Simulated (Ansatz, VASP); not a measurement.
## One calculation of Be3CdS4, two programs

```
CELL_PARAMETERS angstrom
3.61000 0.00000 0.00000
0.00000 3.61000 0.00000
0.00000 0.00000 10.22000
ATOMIC_POSITIONS crystal
Be 0.50000 0.50000 0.26000
Be 0.00000 0.00000 0.50000
Be 0.50000 0.50000 0.74000
Cd 0.00000 0.00000 0.00000
S 0.50000 0.00000 0.14500
S 0.50000 0.00000 0.61500
S 0.00000 0.50000 0.38500
S 0.00000 0.50000 0.85500
```

Alike in both runs: task relaxation of cell and atoms; functional PBE; k mesh 3 × 3 × 2; occupations gaussian, width 0.15 eV; no spin polarisation.

|  | VASP | Ansatz |
| --- | --- | --- |
| version | VASP 6.6.1 | Ansatz 0.2.0 |
| potentials or method | VASP PAW PBE potentials, release 64 (Be, Cd, S), cutoff 600 eV | scalar-relativistic, plane waves, PAW |
| valence electrons in the cell | 42 | 50 |

```tsv
	VASP	Ansatz	Ansatz less VASP
gap on the k mesh at the Fermi level, each at its own relaxed structure (eV)	2.84	2.87	+0.023
relaxed volume (Å³/atom)	17.02	16.99	-0.033
relaxed length of the cell vector where the two differ most in proportion (Å)	10.452	10.393	-0.0589
```

VASP's potentials hold 42 valence electrons a cell and Ansatz's 50, so a difference there can come from the potentials and not from the codes.

The k mesh is coarse, so the values compare programs but aren't converged.
